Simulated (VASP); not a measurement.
# C (I4_1/amd) in VASP: notebook

The runs below take C through single point, with r2SCAN.

Everything below comes from runs of VASP 6.6.1. Logs are shortened: lines on timing, memory, paths and dates and some standing lists are left out, and cuts for length are marked.

### Step 1. The cell of the first run

Symmetry: I4_1/amd, No. 141, tetragonal system. Conventional cell: a = 2.505 Å, b = 2.505 Å, c = 3.571 Å, α = 90.00°, β = 90.00°, γ = 90.00°. C (site symmetry -4m2) has 4 C at 1.54 Å within 2.0 Å.

### Step 2. Single point, r2SCAN (in-plane strain -0.005)

File POSCAR:

```
C
1.0
    1.7712400926      1.7712400926      0.0000000000
   -1.7712400926      1.7712400926      0.0000000000
    0.0000000000      1.7712400926      1.7854812190
C
2
Direct
    0.5000000000      0.5000000000      0.0000000000
    0.7500000000      0.2500000000      0.5000000000
```

File INCAR.step1:

```
SYSTEM = C
PREC = Accurate ; ENCUT = 520
ISMEAR = 0 ; SIGMA = 0.01
LREAL = .False. ; LASPH = .True.
NELM = 60 ; NBANDS = 11
GGA = PE ; ALGO = Normal
EDIFF = 1E-4 ; LWAVE = .True.
LCHARG = .False.
```

File INCAR.step2:

```
SYSTEM = C
PREC = Accurate ; ENCUT = 520
EDIFF = 1E-6 ; ISMEAR = 0
SIGMA = 0.01 ; LREAL = .False.
LASPH = .True. ; NELM = 60
ALGO = Normal ; ISIF = 2
LWAVE = .False. ; LCHARG = .False.
METAGGA = R2SCAN ; LMIXTAU = .True.
NBANDS = 11 ; ISTART = 1
```

File KPOINTS:

```
regular mesh
0
Gamma
  12 12 12
  0 0 0
```

Potentials or basis: VASP PAW PBE potentials, release 64 (C).

On the command line:

```console
cat potpaw_PBE.64/C/POTCAR > POTCAR
cp INCAR.step1 INCAR
mpirun -np 1 vasp_std > vasp.out
cp INCAR.step2 INCAR
mpirun -np 1 vasp_std > vasp.out
```

OUTCAR:

```text
SYSTEM = C
   PREC = Accurate
   ENCUT = 520
   EDIFF = 1E-6
   ISMEAR = 0
   LREAL = .False.
   LASPH = .True.
   NELM = 60
   ISIF = 2
   METAGGA = R2SCAN
   ISTART = 1

 ion  position               nearest neighbor table
   1  0.500  0.500  0.000-   2 1.54   2 1.54   2 1.54   2 1.54
   2  0.750  0.250  0.500-   1 1.54   1 1.54   1 1.54   1 1.54

  LATTYP: Found a body centered tetragonal cell.
 ALAT       =     2.5049117612
 C/A-ratio  =     1.4255841237

  Lattice vectors:

 A1 = (   1.7712400926,   0.0000000000,  -1.7854812190)
 A2 = (  -1.7712400926,   0.0000000000,  -1.7854812190)
 A3 = (   0.0000000000,   1.7712400926,   1.7854812190)

Analysis of symmetry for initial positions (statically):
=====================================================================
 Subroutine PRICEL returns:
 Original cell was already a primitive cell.

 Routine SETGRP: Setting up the symmetry group for a
 body centered tetragonal supercell.

 Subroutine GETGRP returns: Found 16 space group operations
 (whereof  8 operations were pure point group operations)
 out of a pool of 16 trial point group operations.

The static configuration has the point symmetry D_2d.
 The point group associated with its full space group is D_4h.

Analysis of symmetry for dynamics (positions and initial velocities):
=====================================================================
 Subroutine PRICEL returns:
 Original cell was already a primitive cell.

 Routine SETGRP: Setting up the symmetry group for a
 body centered tetragonal supercell.

 Subroutine GETGRP returns: Found 16 space group operations
 (whereof  8 operations were pure point group operations)
 out of a pool of 16 trial point group operations.

The dynamic configuration has the point symmetry D_2d.
 The point group associated with its full space group is D_4h.

 Subroutine INISYM returns: Found 16 space group operations
 (whereof  8 operations are pure point group operations),
 and found     1 'primitive' translations

----------------------------------------------------------------------------------------

                                     Primitive cell

  volume of cell :      11.2031

  direct lattice vectors                    reciprocal lattice vectors
     1.771240093  1.771240093  0.000000000     0.282288100  0.282288100 -0.280036550
    -1.771240093  1.771240093  0.000000000    -0.282288100  0.282288100 -0.280036550
     0.000000000  1.771240093  1.785481219     0.000000000  0.000000000  0.560073099

  length of vectors
     2.504911761  2.504911761  2.515001918     0.487640863  0.487640863  0.560073099

  position of ions in fractional coordinates (direct lattice)
     0.500000000  0.500000000  0.000000000
     0.750000000  0.250000000  0.500000000

  ion indices of the primitive-cell ions
   primitive index   ion index
                 1           1
                 2           2

----------------------------------------------------------------------------------------

 KPOINTS: regular mesh

Automatic generation of k-mesh.
 Grid dimensions read from file:
 generate k-points for:   12   12   12

 Generating k-lattice:

  Cartesian coordinates                     Fractional coordinates (reciprocal lattice)
     0.023524008  0.023524008 -0.023336379     0.083333333  0.000000000  0.000000000
    -0.023524008  0.023524008 -0.023336379     0.000000000  0.083333333  0.000000000
     0.000000000  0.000000000  0.046672758     0.000000000  0.000000000  0.083333333

  Length of vectors
     0.040636739  0.040636739  0.046672758

  Shift w.r.t. Gamma in fractional coordinates (k-lattice)
     0.000000000  0.000000000  0.000000000

 Subroutine IBZKPT returns following result:
 ===========================================

 Found    163 irreducible k-points:

 Following reciprocal coordinates:
            Coordinates               Weight
  0.000000  0.000000  0.000000      1.000000
  0.083333  0.000000 -0.000000      8.000000
  0.166667  0.000000  0.000000      8.000000
  0.250000  0.000000  0.000000      8.000000
  0.333333  0.000000  0.000000      8.000000
  0.416667  0.000000  0.000000      8.000000
[... 16 lines left out ...]
  0.500000  0.166667 -0.000000     16.000000
 -0.416667  0.166667  0.000000     16.000000
 [... further k-points ...]
   k-points           NKPTS =    163   k-points in BZ     NKDIM =    163   number of bands    NBANDS=     11
   number of dos      NEDOS =    301   number of ions     NIONS =      2
   total plane-waves  NPLWV =   8000
   dimension x,y,z NGX =    20 NGY =   20 NGZ =   20
   dimension x,y,z NGXF=    40 NGYF=   40 NGZF=   40
   ions per type =               2
   NGX,Y,Z   is equivalent  to a cutoff of  13.27, 13.27, 13.22 a.u.
   NGXF,Y,Z  is equivalent  to a cutoff of  26.55, 26.55, 26.44 a.u.
 SYSTEM =  C
   PREC   = accura    normal or accurate (medium, high low for compatibility)
   ISTART =      1    job   : 0-new  1-cont  2-samecut
   ICHARG =      0    charge: 1-file 2-atom 10-const
   ISPIN  =      1    spin polarized calculation?
   LNONCOLLINEAR =      F non collinear calculations
   LSORBIT =      F    spin-orbit coupling
   LASPH  =      T    aspherical Exc in radial PAW
   ENCUT  =  520.0 eV  38.22 Ry    6.18 a.u.   4.66  4.66  4.68*2*pi/ulx,y,z
   NELM   =     60;   NELMIN=  2; NELMDL=  0     # of ELM steps
   EDIFF  = 0.1E-05   stopping-criterion for ELM
   LREAL  =      F    real-space projection
   EDIFFG = 0.1E-04   stopping-criterion for IOM
   NSW    =      0    number of steps for IOM
   IBRION =     -1    ionic relax: 0-MD 1-quasi-New 2-CG
   NFREE  =      0    steps in history (QN), initial steepest desc. (CG)
   ISIF   =      2    stress and relaxation
   ISYM   =      2    0-nonsym 1-usesym 2-fastsym
   POTIM  = 0.5000    time-step for ionic-motion
   TEBEG  =    0.0;   TEEND  =   0.0 temperature during run
   PSTRESS=    0.0 pullay stress
   NELECT =       8.0000    total number of electrons
   NUPDOWN=      -1.0000    fix difference up-down
   EMIN   =  10.00;   EMAX   =-10.00  energy-range for DOS
   EFERMI =   0.00;   METHOD = LEGACY
   ISMEAR =     0;   SIGMA  =   0.01  broadening in eV -4-tet -1-fermi 0-gaus
   EFERMI_NEDOS =   21; number of points for ismear=-14 and -15
   IALGO  =     38    algorithm
   IMIX   =      4    mixing-type and parameters
     AMIX     =   0.40;   BMIX     =  1.00
     AMIX_MAG =   1.60;   BMIX_MAG =  1.00
  volume/ion in A,a.u.               =       5.60        37.80
  Fermi-wavevector in a.u.,A,eV,Ry     =   1.463271  2.765181 29.132279  2.141162
  Thomas-Fermi vector in A             =   2.579386
   LORBIT       =      0    0 simple, 1 ext, 2 COOP (PROOUT), +10 PAW based schemes
   METAGGA = R2SCAN    functional components
   LHFCALC =     F    Hartree Fock is set to
   AEXX    =    0.0000 exact exchange contribution
   IVDW    =     0    specifies the selected vdW correction
   LEPSILON=     F    determine dielectric tensor
   LRPA    =     F    only Hartree local field effects (RPA)
 non-spin polarized calculation
 Gauss-broadening in eV      SIGMA  =   0.01
  energy-cutoff  :      520.00
  volume of cell :       11.20
 maximum number of plane-waves:       313
   NGX =  9   NGY =  9   NGZ =  9

 number of electron       7.9999999 magnetization

 Free energy of the ion-electron system (eV)
  ---------------------------------------------------
  ext. energy  EPLUGINS =         0.00000000
  ---------------------------------------------------
  free energy    TOTEN  =       -19.65418690 eV

  energy without entropy =      -19.65418690  energy(sigma->0) =      -19.65418690

 E-fermi :  10.0919     XC(G=0): -14.3265

 val. band max:        9.9378551885   @ k =   0.0000   0.0000   0.0000
 cond. band min:      14.2017935500   @ k =  -0.3333   0.3333   0.0000
 fundamental gap:      4.2639383615
 Fermi energy:        10.0919450061

 k-point     1 :       0.0000    0.0000    0.0000
  band No.  band energies     occupation
      1     -12.9738      2.00000
      2       9.8092      2.00000
      3       9.9379      2.00000
      4       9.9379      2.00000
      5      15.7295      0.00000
      6      15.7295      0.00000
      7      15.8374      0.00000
      8      24.0120      0.00000
      9      30.4620      0.00000
     10      37.1947      0.00000
     11      37.6401      0.00000

 k-point     2 :       0.0833    0.0000   -0.0000
  band No.  band energies     occupation
      1     -12.7711      2.00000
      2       8.5628      2.00000
      3       9.5031      2.00000
      4       9.5902      2.00000
      5      16.1909      0.00000
      6      16.2444      0.00000
      7      16.5620      0.00000
      8      24.2068      0.00000
      9      30.8079      0.00000
     10      35.1753      0.00000
     11      35.5122      0.00000

 k-point     3 :       0.1667    0.0000    0.0000
  band No.  band energies     occupation
      1     -12.1657      2.00000
      2       5.8499      2.00000
      3       8.7387      2.00000
      4       8.8409      2.00000
      5      17.1913      0.00000
      6      17.2247      0.00000
      7      17.7333      0.00000
      8      24.7646      0.00000
      9      31.5268      0.00000
     10      33.5711      0.00000
     11      33.8144      0.00000

 k-point     4 :       0.2500    0.0000    0.0000
  band No.  band energies     occupation
      1     -11.1672      2.00000
      2       2.8288      2.00000
      3       7.9534      2.00000
      4       8.0736      2.00000
      5      18.1063      0.00000
      6      18.1266      0.00000
      7      18.5326      0.00000
      8      25.5372      0.00000
      9      31.9608      0.00000
     10      33.2288      0.00000
     11      33.3595      0.00000

 k-point     5 :       0.3333    0.0000    0.0000
  band No.  band energies     occupation
      1      -9.7999      2.00000
      2      -0.1179      2.00000
      3       7.3303      2.00000
      4       7.4673      2.00000
      5      18.5756      0.00000
      6      18.6601      0.00000
      7      18.9803      0.00000
      8      26.2339      0.00000
      9      32.2074      0.00000
     10      34.2233      0.00000
     11      34.2484      0.00000
[... 211 lines left out ...]
 k-point    21 :       0.3333    0.1667    0.0000
  band No.  band energies     occupation
      1      -8.0557      2.00000
      2      -1.3370      2.00000
      3       3.8524      2.00000
      4       6.6722      2.00000
      5      18.3490      0.00000
      6      20.0234      0.00000
      7      21.6672      0.00000
      8      25.8927      0.00000
      9      31.1976      0.00000
     10      32.7372      0.00000
     11      36.1900      0.00000

 k-point    22 :       0.4167    0.1667    0.0000
  band No.  band energies     occupation
      1      -6.5110      2.00000
      2      -3.4133      2.00000
      3       4.0664      2.00000
      4       6.0028      2.00000
      5      17.7953      0.00000
      6      20.7207      0.00000
      7      21.8330      0.00000
      8      26.4213      0.00000
      9      30.5840      0.00000
     10      35.3121      0.00000
     11      36.1516      0.00000

 k-point    23 :       0.5000    0.1667   -0.0000
  band No.  band energies     occupation
      1      -6.9277      2.00000
      2      -2.9081      2.00000
      3       4.5842      2.00000
      4       5.6017      2.00000
      5      17.3351      0.00000
      6      21.2337      0.00000
      7      21.8663      0.00000
      8      25.0973      0.00000
      9      31.3893      0.00000
     10      35.3612      0.00000
     11      37.9328      0.00000

 k-point    24 :      -0.4167    0.1667    0.0000
  band No.  band energies     occupation
      1      -8.5704      2.00000
      2      -0.5658      2.00000
      3       5.3387      2.00000
      4       5.5193      2.00000
      5      16.8892      0.00000
      6      21.4938      0.00000
      7      21.7964      0.00000
      8      23.3421      0.00000
      9      32.4067      0.00000
     10      33.8646      0.00000
     11      38.7153      0.00000

 [... further k-points ...]

------------------------ aborting loop because EDIFF is reached ----------------------------------------

  FORCE on cell =-STRESS in cart. coord.  units (eV):
  Direction    XX          YY          ZZ          XY          YZ          ZX
  --------------------------------------------------------------------------------------
  -------------------------------------------------------------------------------------
  Total        0.4930853      0.4930853     -0.0703432      0.0000000     -0.0000000     -0.0000000
  in kB       70.5167805     70.5167805    -10.0598790      0.0000000     -0.0000000     -0.0000000
  external PRESSURE =      43.6578940 kB  Pullay stress =       0.0000000 kB

 VOLUME and BASIS-vectors are now :
 -----------------------------------------------------------------------------
  energy-cutoff  :      520.00
  volume of cell :       11.20
      direct lattice vectors                 reciprocal lattice vectors
     1.771240093  1.771240093  0.000000000     0.282288100  0.282288100 -0.280036550
    -1.771240093  1.771240093  0.000000000    -0.282288100  0.282288100 -0.280036550
     0.000000000  1.771240093  1.785481219     0.000000000  0.000000000  0.560073099

 POSITION                                       TOTAL-FORCE (eV/Angst)
 -----------------------------------------------------------------------------------
      0.00000      1.77124      0.00000         0.000000      0.000000      0.000000
      0.88562      2.65686      0.89274        -0.000000     -0.000000      0.000000
 -----------------------------------------------------------------------------------
    total drift:                                0.000000     -0.000000      0.000000

  FREE ENERGIE OF THE ION-ELECTRON SYSTEM (eV)
  ---------------------------------------------------
  free  energy   TOTEN  =       -19.6541869002 eV

  energy  without entropy=      -19.6541869002  energy(sigma->0) =      -19.65418690
```

Wall time 73 s (1 thread of Intel Xeon 8259CL, shared host); peak memory 0.13 GiB.

Results:

| Item | Value |
| --- | --- |
| Free energy | -19.6542 eV |
| Pressure | 4.4 GPa |
| Band gap on the k mesh | 4.26 eV (least direct gap 5.79 eV) |

Stress tensor (GPa, compression positive):
```
 7.05  0.00  0.00
 0.00  7.05  0.00
 0.00  0.00 -1.01
```

Levels at points of the mesh, in eV from the valence-band top:
```
           k point  band 1  band 2  band 3  band 4  band 5  band 6  band 7  band 8
(0.00, 0.00, 0.00)  -22.91   -0.13    0.00    0.00    5.79    5.79    5.90   14.07
(0.50, 0.00, 0.00)  -16.89  -14.23   -3.13   -2.98    8.80    8.92    9.31   16.78
(0.50, 0.50, 0.00)  -13.68  -13.68   -6.82   -6.82    4.92    4.92   18.04   18.04
(0.00, 0.00, 0.50)  -13.81  -13.81   -6.70   -6.70    5.12    5.12   18.00   18.00
```

Caveat: the cell differs from its parent crystal (in-plane strain -0.005); the cell stands under pressure; the PAW data sets were made with another functional, which shifts forces and pressure a little. A k mesh can miss the band edges.

### Step 3. Single point, r2SCAN (in-plane strain +0.005, then relaxed in part)

File POSCAR:

```
C
1.0
    1.7890415006      1.7890415006      0.0000000000
   -1.7890415006      1.7890415006      0.0000000000
    0.0000000000      1.7890415006      1.7782319693
C
2
Direct
    0.5000000000      0.5000000000      0.0000000000
    0.7500000000      0.2500000000      0.5000000000
```

File INCAR.step1:

```
SYSTEM = C
ALGO = Normal ; EDIFF = 1E-4
ENCUT = 520 ; GGA = PE
ISMEAR = 0 ; LASPH = .True.
LCHARG = .False. ; LREAL = .False.
LWAVE = .True. ; NBANDS = 11
NELM = 80 ; PREC = Accurate
SIGMA = 0.01
```

File INCAR.step2:

```
SYSTEM = C
ALGO = Normal ; EDIFF = 1E-7
ENCUT = 520 ; ISIF = 2
ISMEAR = 0 ; ISTART = 1
LASPH = .True. ; LCHARG = .False.
LMIXTAU = .True. ; LREAL = .False.
LWAVE = .False. ; METAGGA = R2SCAN
NBANDS = 11 ; NELM = 80
PREC = Accurate ; SIGMA = 0.01
```

File KPOINTS:

```
k-points
0
Gamma
  12 12 12
  0 0 0
```

Potentials or basis: VASP PAW PBE potentials, release 64 (C).

On the command line:

```console
cat potpaw_PBE.64/C/POTCAR > POTCAR
cp INCAR.step1 INCAR
mpirun -np 1 vasp_std > vasp.out
cp INCAR.step2 INCAR
mpirun -np 1 vasp_std > vasp.out
```

Run time: 89 s. Hardware: 1 thread of Intel Xeon 8259CL, shared host; peak memory 0.13 GiB.

The run converged. Its results:

```
Free energy            : -19.6560 eV
Pressure               : -2.9 GPa
Band gap on the k mesh : 4.17 eV (least direct gap 5.71 eV)
```

Stress tensor (GPa, compression positive):
```
-4.83  0.00  0.00
 0.00 -4.83  0.00
 0.00  0.00  1.07
```

Levels at points of the mesh, in eV from the valence-band top:
| k point | band 1 | band 2 | band 3 | band 4 | band 5 | band 6 | band 7 | band 8 |
| --- | --- | --- | --- | --- | --- | --- | --- | --- |
| (0.00, 0.00, 0.00) | -22.71 | -0.09 | -0.09 | 0.00 | 5.71 | 5.79 | 5.79 | 13.67 |
| (0.50, 0.00, 0.00) | -16.78 | -14.07 | -3.09 | -2.97 | 8.77 | 8.77 | 9.07 | 16.60 |
| (0.50, 0.50, 0.00) | -13.66 | -13.66 | -6.67 | -6.67 | 4.98 | 4.98 | 17.74 | 17.74 |
| (0.00, 0.00, 0.50) | -13.56 | -13.56 | -6.76 | -6.76 | 4.83 | 4.83 | 17.78 | 17.78 |

Caveat: the cell differs from its parent crystal (in-plane strain +0.005, then relaxed in part); the PAW data sets were made with another functional, which shifts forces and pressure a little. A k mesh can miss the band edges.
